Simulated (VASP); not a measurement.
Write the native input for VASP 6.6.1 that does the following.

| Property | Result |
| --- | --- |
| Task | single point |
| Functional | PBE |
| Potentials or basis | VASP PAW PBE potentials, release 64 (Ga_d, P) |
| Cutoff | 500 eV |
| k mesh | 8 × 8 × 8 |
| Occupations | gaussian, width 0.02 eV |
| Spin | no spin polarisation |
| Dipole correction | no |
| Further INCAR settings | ALGO = Normal; EDIFF = 1e-06; NBANDS = 16 |

The structure of GaP (pbe) lies in POSCAR:

```
GaP
1.0
    0.0000000000      2.7532515429      2.7532515429
    2.7532515429      0.0000000000      2.7532515429
    2.7532515429      2.7532515429      0.0000000000
Ga P
1 1
Direct
    0.0000000000      0.0000000000      0.0000000000
    0.2500000000      0.2500000000      0.2500000000
```

One way to write it, as run:

INCAR

```
PREC = Accurate
ENCUT = 500
EDIFF = 1E-6
ISMEAR = 0
SIGMA = 0.02
LREAL = F
LASPH = T
NELM = 120
ALGO = Normal
ISIF = 2
LWAVE = F
LCHARG = F
GGA = PE
NBANDS = 16
GGA_COMPAT = F
```

KPOINTS

```
Automatic mesh
0
Gamma
  8 8 8
```

Potentials or basis: VASP PAW PBE potentials, release 64 (Ga_d, P).

Run with:

```console
$ cat potpaw_PBE.64/Ga_d/POTCAR potpaw_PBE.64/P/POTCAR > POTCAR
$ mpirun -np 1 vasp_std > vasp.out
```

It gave:

```json
{
 "Pressure": "-0.1 GPa",
 "Band gap on the k mesh": "1.57 eV, direct"
}
```

It took 10 s on 1 thread of AMD EPYC 9R45 96-Core Processor (Zen 5) (shared host), peak memory 0.13 GiB.
